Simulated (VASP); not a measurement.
# Eu (Im-3m) in VASP: further runs

Eu is run at these levels: PBE; tasks: single point.

Program: VASP 6.6.1. These are calculated values, not measurements. Logs are shortened: lines on timing, memory, paths and dates and some standing lists are left out, and cuts for length are marked.

## 1. The cell of the first run

The structure is cubic, space group Im-3m (No. 229). Conventional cell: a = 4.388 Å, b = 4.388 Å, c = 4.388 Å, α = 90.00°, β = 90.00°, γ = 90.00°. Within 5.0 Å of Eu (site symmetry m-3m) lie 14 Eu at 3.80 to 4.39 Å.

## 2. Single point, PBE, collinear spin, ferromagnetic start

INCAR reads:

```
  ALGO = Normal
  EDIFF = 1E-6
  ENCUT = 520
  GGA = PE
  ISIF = 2
  ISMEAR = -1
  ISPIN = 2
  LASPH = T
  LCHARG = T
  LELF = T
  LMAXMIX = 6
  LORBIT = 11
  LREAL = F
  LVHAR = T
  LWAVE = F
  MAGMOM = 7
  NBANDS = 18
  NELM = 150
  PREC = Accurate
  SIGMA = 0.05
```

KPOINTS reads:

```
k-points
0
Gamma
  10 10 10
```

POSCAR reads:

```
Eu
1.0
   -2.1939508289      2.1939508289      2.1939508289
    2.1939508289     -2.1939508289      2.1939508289
    2.1939508289      2.1939508289     -2.1939508289
Eu
1
Direct
    0.0000000000      0.0000000000      0.0000000000
```

Potentials or basis: VASP PAW PBE potentials, release 64 (Eu).

The run is started by

```
> cat potpaw_PBE.64/Eu/POTCAR > POTCAR
> mpirun -np 1 vasp_std > vasp.out
```

OUTCAR:

```text
EDIFF = 1E-6
   ENCUT = 520
   GGA = PE
   ISIF = 2
   ISMEAR = -1
   ISPIN = 2
   LASPH = T
   LORBIT = 11
   LREAL = F
   NELM = 150
   PREC = Accurate

 ion  position               nearest neighbor table
   1  0.000  0.000  0.000-

  LATTYP: Found a body centered cubic cell.
 ALAT       =     4.3879016578

  Lattice vectors:

 A1 = (  -2.1939508289,   2.1939508289,   2.1939508289)
 A2 = (   2.1939508289,  -2.1939508289,   2.1939508289)
 A3 = (   2.1939508289,   2.1939508289,  -2.1939508289)

Analysis of symmetry for initial positions (statically):
=====================================================================
 Subroutine PRICEL returns:
 Original cell was already a primitive cell.

 Routine SETGRP: Setting up the symmetry group for a
 body centered cubic supercell.

 Subroutine GETGRP returns: Found 48 space group operations
 (whereof 48 operations were pure point group operations)
 out of a pool of 48 trial point group operations.

The static configuration has the point symmetry O_h .

Analysis of symmetry for dynamics (positions and initial velocities):
=====================================================================
 Subroutine PRICEL returns:
 Original cell was already a primitive cell.

 Routine SETGRP: Setting up the symmetry group for a
 body centered cubic supercell.

 Subroutine GETGRP returns: Found 48 space group operations
 (whereof 48 operations were pure point group operations)
 out of a pool of 48 trial point group operations.

The dynamic configuration has the point symmetry O_h .

Analysis of structural, dynamic, and magnetic symmetry:
=====================================================================
 Subroutine PRICEL returns:
 Original cell was already a primitive cell.

 Routine SETGRP: Setting up the symmetry group for a
 body centered cubic supercell.

 Subroutine GETGRP returns: Found 48 space group operations
 (whereof 48 operations were pure point group operations)
 out of a pool of 48 trial point group operations.

The overall configuration has the point symmetry O_h .

 Subroutine INISYM returns: Found 48 space group operations
 (whereof 48 operations are pure point group operations),
 and found     1 'primitive' translations

----------------------------------------------------------------------------------------

                                     Primitive cell

  volume of cell :      42.2416

  direct lattice vectors                    reciprocal lattice vectors
    -2.193950829  2.193950829  2.193950829     0.000000000  0.227899365  0.227899365
     2.193950829 -2.193950829  2.193950829     0.227899365  0.000000000  0.227899365
     2.193950829  2.193950829 -2.193950829     0.227899365  0.227899365  0.000000000

  length of vectors
     3.800034305  3.800034305  3.800034305     0.322298372  0.322298372  0.322298372

  position of ions in fractional coordinates (direct lattice)
     0.000000000  0.000000000  0.000000000

  ion indices of the primitive-cell ions
   primitive index   ion index
                 1           1

----------------------------------------------------------------------------------------

 KPOINTS: k-points

Automatic generation of k-mesh.
 Grid dimensions read from file:
 generate k-points for:   10   10   10

 Generating k-lattice:

  Cartesian coordinates                     Fractional coordinates (reciprocal lattice)
     0.000000000  0.022789936  0.022789936     0.100000000  0.000000000  0.000000000
     0.022789936  0.000000000  0.022789936     0.000000000  0.100000000  0.000000000
     0.022789936  0.022789936  0.000000000     0.000000000  0.000000000  0.100000000

  Length of vectors
     0.032229837  0.032229837  0.032229837

  Shift w.r.t. Gamma in fractional coordinates (k-lattice)
     0.000000000  0.000000000  0.000000000

 Subroutine IBZKPT returns following result:
 ===========================================

 Found     47 irreducible k-points:

 Following reciprocal coordinates:
            Coordinates               Weight
  0.000000  0.000000  0.000000      1.000000
  0.100000  0.000000  0.000000     12.000000
  0.200000  0.000000  0.000000     12.000000
  0.300000  0.000000  0.000000     12.000000
  0.400000  0.000000  0.000000     12.000000
  0.500000  0.000000  0.000000      6.000000
[... 16 lines left out ...]
  0.300000  0.300000  0.100000      8.000000
 -0.300000  0.300000  0.100000     24.000000
 [... further k-points ...]
   k-points           NKPTS =     47   k-points in BZ     NKDIM =     47   number of bands    NBANDS=     18
   number of dos      NEDOS =    301   number of ions     NIONS =      1
   total plane-waves  NPLWV =  21952
   dimension x,y,z NGX =    28 NGY =   28 NGZ =   28
   dimension x,y,z NGXF=    56 NGYF=   56 NGZF=   56
   ions per type =               1
   NGX,Y,Z   is equivalent  to a cutoff of  12.25, 12.25, 12.25 a.u.
   NGXF,Y,Z  is equivalent  to a cutoff of  24.50, 24.50, 24.50 a.u.
 SYSTEM =  unknown system
   PREC   = accura    normal or accurate (medium, high low for compatibility)
   ISTART =      0    job   : 0-new  1-cont  2-samecut
   ICHARG =      2    charge: 1-file 2-atom 10-const
   ISPIN  =      2    spin polarized calculation?
   LNONCOLLINEAR =      F non collinear calculations
   LSORBIT =      F    spin-orbit coupling
   LASPH  =      T    aspherical Exc in radial PAW
   ENCUT  =  520.0 eV  38.22 Ry    6.18 a.u.   7.07  7.07  7.07*2*pi/ulx,y,z
   NELM   =    150;   NELMIN=  2; NELMDL= -5     # of ELM steps
   EDIFF  = 0.1E-05   stopping-criterion for ELM
   LREAL  =      F    real-space projection
   EDIFFG = 0.1E-04   stopping-criterion for IOM
   NSW    =      0    number of steps for IOM
   IBRION =     -1    ionic relax: 0-MD 1-quasi-New 2-CG
   NFREE  =      0    steps in history (QN), initial steepest desc. (CG)
   ISIF   =      2    stress and relaxation
   ISYM   =      2    0-nonsym 1-usesym 2-fastsym
   POTIM  = 0.5000    time-step for ionic-motion
   TEBEG  =    0.0;   TEEND  =   0.0 temperature during run
   PSTRESS=    0.0 pullay stress
   NELECT =      17.0000    total number of electrons
   NUPDOWN=      -1.0000    fix difference up-down
   EMIN   =  10.00;   EMAX   =-10.00  energy-range for DOS
   EFERMI =   0.00;   METHOD = LEGACY
   ISMEAR =    -1;   SIGMA  =   0.05  broadening in eV -4-tet -1-fermi 0-gaus
   EFERMI_NEDOS =   21; number of points for ismear=-14 and -15
   IALGO  =     38    algorithm
   IMIX   =      4    mixing-type and parameters
     AMIX     =   0.40;   BMIX     =  1.00
     AMIX_MAG =   1.60;   BMIX_MAG =  1.00
  volume/ion in A,a.u.               =      42.24       285.06
  Fermi-wavevector in a.u.,A,eV,Ry     =   1.208679  2.284072 19.876813  1.460905
  Thomas-Fermi vector in A             =   2.344279
   LORBIT       =     11    0 simple, 1 ext, 2 COOP (PROOUT), +10 PAW based schemes
   GGA     = PE    functional components
   LHFCALC =     F    Hartree Fock is set to
   AEXX    =    0.0000 exact exchange contribution
   IVDW    =     0    specifies the selected vdW correction
   LEPSILON=     F    determine dielectric tensor
   LRPA    =     F    only Hartree local field effects (RPA)
 spin polarized calculation
  energy-cutoff  :      520.00
  volume of cell :       42.24
 maximum number of plane-waves:      1157
   NGX = 15   NGY = 15   NGZ = 15

 number of electron      16.9999992 magnetization       7.3029698

 Free energy of the ion-electron system (eV)
  ---------------------------------------------------
  ext. energy  EPLUGINS =         0.00000000
  ---------------------------------------------------
  free energy    TOTEN  =       -11.44395724 eV

  energy without entropy =      -11.43029166  energy(sigma->0) =      -11.43712445

 E-fermi :   2.1119     XC(G=0):  -8.8095

 val. band max:        2.0458303536   @ k =  -0.4000   0.4000   0.4000
 cond. band min:       2.1231309631   @ k =  -0.4000   0.5000   0.3000
 fundamental gap:      0.0773006095
 Fermi energy:         2.1118877586

 spin component 1

 k-point     1 :       0.0000    0.0000    0.0000
  band No.  band energies     occupation
      1     -39.5511      1.00000
      2     -18.1097      1.00000
      3     -18.1097      1.00000
      4     -18.1097      1.00000
      5      -2.2871      1.00000
      6       1.5712      0.99998
[... 10 lines left out ...]
     17       5.6177      0.00000
     18      11.5364      0.00000

 k-point     2 :       0.1000    0.0000    0.0000
  band No.  band energies     occupation
      1     -39.5479      1.00000
      2     -18.1537      1.00000
      3     -18.1236      1.00000
      4     -18.1098      1.00000
      5      -2.0579      1.00000
      6       1.5688      0.99998
[... 10 lines left out ...]
     17       5.6300      0.00000
     18      11.7420      0.00000
[... 442 lines left out ...]
 k-point    24 :      -0.3000    0.3000    0.1000
  band No.  band energies     occupation
      1     -39.5260      1.00000
      2     -18.3955      1.00000
      3     -18.2194      1.00000
      4     -18.1436      1.00000
      5      -0.3729      1.00000
      6       1.5344      0.99999
[... 10 lines left out ...]
     17       6.1963      0.00000
     18      10.4732      0.00000

 [... further k-points ...]

 spin component 2

 k-point     1 :       0.0000    0.0000    0.0000
  band No.  band energies     occupation
      1     -36.4236      1.00000
      2     -15.7786      1.00000
      3     -15.7786      1.00000
      4     -15.7786      1.00000
      5      -1.5069      1.00000
      6       4.9054      0.00000
[... 10 lines left out ...]
     17       6.7432      0.00000
     18      12.6237      0.00000

 k-point     2 :       0.1000    0.0000    0.0000
  band No.  band energies     occupation
      1     -36.4193      1.00000
      2     -15.8347      1.00000
      3     -15.7958      1.00000
      4     -15.7789      1.00000
      5      -1.2670      1.00000
      6       4.6756      0.00000
[... 10 lines left out ...]
     17       6.8867      0.00000
     18      12.9019      0.00000
[... 442 lines left out ...]
 k-point    24 :      -0.3000    0.3000    0.1000
  band No.  band energies     occupation
      1     -36.3907      1.00000
      2     -16.1392      1.00000
      3     -15.9140      1.00000
      4     -15.8218      1.00000
      5       0.4672      1.00000
      6       3.5559      0.00000
[... 10 lines left out ...]
     17       7.4457      0.00000
     18      11.6230      0.00000

 [... further k-points ...]
[... 5 lines left out ...]
  --------------------------------------------------------------------------------------
  -------------------------------------------------------------------------------------
  Total       -0.0762793     -0.0762793     -0.0762793     -0.0000000     -0.0000000     -0.0000000
  in kB       -2.8931860     -2.8931860     -2.8931860     -0.0000000     -0.0000000     -0.0000000
  external PRESSURE =      -2.8931860 kB  Pullay stress =       0.0000000 kB

 VOLUME and BASIS-vectors are now :
 -----------------------------------------------------------------------------
  energy-cutoff  :      520.00
  volume of cell :       42.24
      direct lattice vectors                 reciprocal lattice vectors
    -2.193950829  2.193950829  2.193950829     0.000000000  0.227899365  0.227899365
     2.193950829 -2.193950829  2.193950829     0.227899365  0.000000000  0.227899365
     2.193950829  2.193950829 -2.193950829     0.227899365  0.227899365  0.000000000

 POSITION                                       TOTAL-FORCE (eV/Angst)
 -----------------------------------------------------------------------------------
      0.00000      0.00000      0.00000        -0.000000      0.000000     -0.000000
 -----------------------------------------------------------------------------------
    total drift:                                0.000000      0.000000      0.000000

  FREE ENERGIE OF THE ION-ELECTRON SYSTEM (eV)
  ---------------------------------------------------
  free  energy   TOTEN  =       -11.4439572421 eV

  energy  without entropy=      -11.4302916604  energy(sigma->0) =      -11.43712445

 total charge

# of ion       s       p       d       f       tot
--------------------------------------------------
    1        2.085   5.711   0.293   6.645  14.734

 magnetization (x)

# of ion       s       p       d       f       tot
--------------------------------------------------
    1       -0.003  -0.094   0.132   6.643   6.677
```

Run time: 88 s. Hardware: 1 thread of AMD EPYC 7R43 (Zen 3), shared host; peak memory 0.18 GiB.

Results:

| Property | Result |
| --- | --- |
| Free energy | -11.4440 eV |
| Pressure | -0.3 GPa |
| Net moment | 7.30 μB per cell |
| Site moments | Eu +6.68 μB |
| Valence electrons inside the program's atomic spheres | Eu 14.73 |

Caveat: spin-orbit coupling is left out, which moves the levels of the heavy elements.

## 3. Single point, PBE, collinear spin, antiferromagnetic start

This run uses another cell than the first one: it holds 2 atoms, not 1.

INCAR reads:

```
SYSTEM = Eu
PREC = Accurate ; ENCUT = 520
EDIFF = 1E-7 ; ISMEAR = -1
SIGMA = 0.1 ; LREAL = .FALSE.
LASPH = .TRUE. ; NELM = 150
ALGO = Normal ; ISIF = 2
LWAVE = .FALSE. ; LCHARG = .FALSE.
ISPIN = 2 ; MAGMOM = 6.89 -6.89
LORBIT = 11 ; LMAXMIX = 6
GGA = PE ; NBANDS = 28
```

KPOINTS reads:

```
regular mesh
0
G
  4 4 4
  0 0 0
```

POSCAR reads:

```
Eu
1.0
    4.4024362365      0.0000000000      0.0000000000
    0.0000000000      4.4024362365      0.0000000000
    0.0000000000      0.0000000000      4.4024362365
Eu
2
Direct
    0.0000000000      0.0000000000      0.0000000000
    0.5000000000      0.5000000000      0.5000000000
```

Potentials or basis: VASP PAW PBE potentials, release 64 (Eu).

The run is started by

```
> cat potpaw_PBE.64/Eu/POTCAR > POTCAR
> mpirun -np 1 vasp_std > vasp.out
```

OUTCAR:

```text
SYSTEM = Eu
   PREC = Accurate
   ENCUT = 520
   EDIFF = 1E-7
   ISMEAR = -1
   LREAL = .FALSE.
   LASPH = .TRUE.
   NELM = 150
   ISIF = 2
   ISPIN = 2
   LORBIT = 11
   GGA = PE

 ion  position               nearest neighbor table
   1  0.000  0.000  0.000-
   2  0.500  0.500  0.500-

  LATTYP: Found a simple cubic cell.
 ALAT       =     4.4024362365
[... 847 lines left out ...]
  in kB       -2.3273041     -2.3273041     -2.3273041      0.0000000     -0.0000000      0.0000000
  external PRESSURE =      -2.3273041 kB  Pullay stress =       0.0000000 kB

 VOLUME and BASIS-vectors are now :
 -----------------------------------------------------------------------------
  energy-cutoff  :      520.00
  volume of cell :       85.33
      direct lattice vectors                 reciprocal lattice vectors
     4.402436236  0.000000000  0.000000000     0.227146958  0.000000000  0.000000000
     0.000000000  4.402436236  0.000000000     0.000000000  0.227146958  0.000000000
     0.000000000  0.000000000  4.402436236     0.000000000  0.000000000  0.227146958

 POSITION                                       TOTAL-FORCE (eV/Angst)
 -----------------------------------------------------------------------------------
      0.00000      0.00000      0.00000         0.000000      0.000000     -0.000000
      2.20122      2.20122      2.20122        -0.000000     -0.000000      0.000000
 -----------------------------------------------------------------------------------
    total drift:                                0.000000      0.000000      0.000000

  FREE ENERGIE OF THE ION-ELECTRON SYSTEM (eV)
  ---------------------------------------------------
  free  energy   TOTEN  =       -22.8663917460 eV

  energy  without entropy=      -22.7182816445  energy(sigma->0) =      -22.79233670

 total charge

# of ion       s       p       d       f       tot
--------------------------------------------------
    1        2.086   5.711   0.283   6.648  14.728
    2        2.086   5.711   0.283   6.648  14.728
--------------------------------------------------
tot          4.173  11.422   0.567  13.296  29.457

 magnetization (x)

# of ion       s       p       d       f       tot
--------------------------------------------------
    1        0.000  -0.111   0.069   6.641   6.599
    2       -0.000   0.111  -0.069  -6.641  -6.599
--------------------------------------------------
tot          0.000   0.000   0.000   0.000   0.000
```

OSZICAR:

```text
N       E                     dE             d eps       ncg     rms          rms(c)
DAV:   1     0.294459074802E+03    0.29446E+03   -0.11730E+04  1392   0.507E+03
DAV:   2     0.632887286896E+02   -0.23117E+03   -0.20559E+03  1592   0.381E+02
DAV:   3    -0.755579154789E+01   -0.70845E+02   -0.68883E+02  1700   0.218E+02
[... 13 lines left out ...]
DAV:  17    -0.228663909661E+02    0.25503E-05   -0.24177E-05  2164   0.817E-02    0.230E-01
DAV:  18    -0.228663901029E+02    0.86317E-06   -0.97387E-06  1888   0.548E-02    0.309E-01
DAV:  19    -0.228663906247E+02   -0.52180E-06   -0.63683E-06  2088   0.475E-02    0.319E-01
DAV:  20    -0.228663917592E+02   -0.11345E-05   -0.20327E-06  2024   0.119E-02    0.310E-01
DAV:  21    -0.228663917460E+02    0.13218E-07   -0.48012E-07  1452   0.374E-03
   1 F= -.22866392E+02 E0= -.22792337E+02  d E =-.148110E+00  mag=     0.0000
```

stdout:

```text
POSCAR found type information on POSCAR Eu
 POSCAR found :  1 types and       2 ions
 scaLAPACK will be used
 LDA part: xc-table for (Slater+PW92), standard interpolation
 POSCAR, INCAR and KPOINTS ok, starting setup
 FFT: planning ... GRIDC
 FFT: planning ... GRID_SOFT
 FFT: planning ... GRID
 WAVECAR not read
 entering main loop
```

Wall time 2.5 min (1 thread of AMD EPYC 7R43 (Zen 3), shared host); peak memory 0.22 GiB.

Results:

| Item | Value |
| --- | --- |
| Free energy | -22.8664 eV |
| Pressure | -0.2 GPa |
| Band gap on the k mesh | zero (filled and empty bands overlap) |
| Net moment | 0.00 μB per cell |
| Site moments | Eu +6.60, -6.60 μB |
| Valence electrons inside the program's atomic spheres | Eu 14.73 |

Caveat: spin-orbit coupling is left out, which moves the levels of the heavy elements.
